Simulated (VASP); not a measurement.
BaTiO3:

```
Ba Ti O
1.0
     3.87427    0.00000    0.00000
     0.00000    3.87427    0.00000
     0.00000    0.00000    3.87427
Ba Ti O
1 1 3
Direct
  0.00000 0.00000 0.00000
  0.50000 0.50000 0.50000
  0.50000 0.50000 0.00000
  0.50000 0.00000 0.50000
  0.00000 0.50000 0.50000
```

This cell differs from its parent crystal: strain -3.0%.

Base run:

* Program: VASP 6.6.1
* Functional: r2SCAN
* Potentials or basis: VASP PAW PBE potentials, release 64 (Ba_sv, Ti_sv, O)
* Cutoff: 520 eV
* k mesh: 6 × 6 × 6
* Occupations: gaussian, width 0.01 eV
* Spin: no spin polarisation

Its results: band gap on the k mesh 2.36 eV, indirect (least direct gap 2.40 eV); pressure 23.0 GPa.

Task: The run is repeated on the same cell with these changes: functional from r2SCAN to PBE; occupations from gaussian, width 0.01 eV to fermi-dirac, width 0.02 eV. What comes out?

Result: Band gap on the k mesh 1.93 eV, indirect (least direct gap 1.97 eV); pressure 25.6 GPa.

Caveats: spin-orbit coupling is left out, which moves the levels of the heavy elements; the PAW data sets were made with another functional, which shifts forces and pressure a little (some runs).

A k mesh can miss the band edges.
